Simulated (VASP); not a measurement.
Set up this calculation in VASP 6.6.1, as the native input.

```
Task                   : single point
Functional             : PBE
Potentials or basis    : VASP PAW PBE potentials, release 64 (Ga_d)
Cutoff                 : 520 eV
k mesh                 : 17 × 17 × 17
Occupations            : fermi-dirac, width 0.05 eV
Spin                   : no spin polarisation
Dipole correction      : no
Further INCAR settings : ALGO = Normal; EDIFF = 1e-07; NBANDS = 12
```

The structure of Ga lies in POSCAR:

```
Ga
1.0
   -1.6874213947      1.6874213947      1.6874213947
    1.6874213947     -1.6874213947      1.6874213947
    1.6874213947      1.6874213947     -1.6874213947
Ga
1
Direct
    0.0000000000      0.0000000000      0.0000000000
```

One way to write it, as run:

INCAR

```
  PREC = Accurate
  ENCUT = 520
  EDIFF = 1E-7
  ISMEAR = -1
  SIGMA = 0.05
  LREAL = F
  LASPH = T
  NELM = 80
  ALGO = Normal
  ISIF = 2
  LWAVE = F
  LCHARG = F
  GGA = PE
  NBANDS = 12
```

KPOINTS

```
Automatic mesh
0
Gamma
  17 17 17
```

Potentials or basis: VASP PAW PBE potentials, release 64 (Ga_d).

Run with:

```bash
$ cat potpaw_PBE.64/Ga_d/POTCAR > POTCAR
$ mpirun -np 1 vasp_std > vasp.out
```

It gave:

```json
{"Pressure": "0.1 GPa"}
```

It took 11 s on 1 thread of Intel(R) Xeon(R) 6975P-C (Granite Rapids), on a shared host, peak memory 0.16 GiB.
